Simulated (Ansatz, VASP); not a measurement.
B in VASP and in Ansatz

```
B
1.0
     2.54191   -7.00527    0.00000
     2.54191    7.00527    0.00000
     0.00000    0.00000    2.78317
B
12
Direct
  0.17937 0.25656 0.25000
  0.25656 0.17937 0.75000
  0.74344 0.82063 0.25000
  0.82063 0.74344 0.75000
  0.57586 0.88591 0.25000
  0.88591 0.57586 0.75000
  0.11409 0.42414 0.25000
  0.42414 0.11409 0.75000
  0.94305 0.39851 0.75000
  0.39851 0.94305 0.25000
  0.60149 0.05695 0.75000
  0.05695 0.60149 0.25000
```

Alike in both runs: functional PBE; k mesh 8 × 8 × 14; occupations gaussian, width 0.1 eV; no spin polarisation.

Ansatz relaxed the structure, and its values are those at the end. VASP's run is a single point on that final structure, the one shown.

|  | VASP | Ansatz |
| --- | --- | --- |
| version | VASP 6.6.1 | Ansatz 0.2.0 |
| potentials or method | VASP PAW PBE potentials, release 64 (B), cutoff 520 eV | scalar-relativistic, plane waves, PAW |
| valence electrons in the cell | 36 | 36 |

VASP gave:

* gap on the k mesh at the Fermi level (eV): none
* pressure (GPa): 0.0
* rms of the force components (eV/Å): 0.004

Question: Which values does Ansatz return?

Answer: gap on the k mesh at the Fermi level (eV): none; pressure (GPa): 0.0; rms of the force components (eV/Å): 0.001.

A gap of «none» marks a metal or a gap that the smearing closes.
